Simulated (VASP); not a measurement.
Runs of VASP 6.6.1 on ZnS. The structure is that of space group F-43m (No. 216), or close to it. The cells are those of the table. 

```tsv
level	cell	k mesh	smearing	grid for exact exchange (PRECFOCK)	screening parameter	gap on the mesh (eV)	pressure (GPa)
PBE	a = 3.924 Å, angles 60.0°, 2 atoms	8 × 8 × 8	fermi-dirac 0.02 eV	-	-	1.77	-3.4
PBE	a = 3.696 Å, angles 60.0°, 2 atoms	8 × 8 × 8	fermi-dirac 0.02 eV	-	-	(b)	11.3
PBE	a = 3.822, b = 3.822, c = 3.696 Å, angles 61.1, 61.1, 57.8°, 2 atoms	8 × 8 × 8	fermi-dirac 0.02 eV	-	-	2.17	4.6
r2SCAN	a = 3.822, b = 3.822, c = 3.696 Å, angles 61.1, 61.1, 57.8°, 2 atoms	8 × 8 × 8	gaussian 0.01 eV	-	-	2.74	2.2
HSE06	a = 3.696 Å, angles 60.0°, 2 atoms	6 × 6 × 6	gaussian 0.01 eV	Normal	0.2079 1/Å	(c)	(a)
```

Alike in all rows: task single point; potentials or basis VASP PAW PBE potentials, release 64 (Zn, S); no spin polarisation; cutoff (eV) 520.

Problem. Fill in the values left out.

Solution. (a) 10.7; (b) 2.57; (c) 3.81.

Caveats: the PAW data sets were made with another functional, which shifts forces and pressure a little (some runs).

A k mesh can miss the band edges.
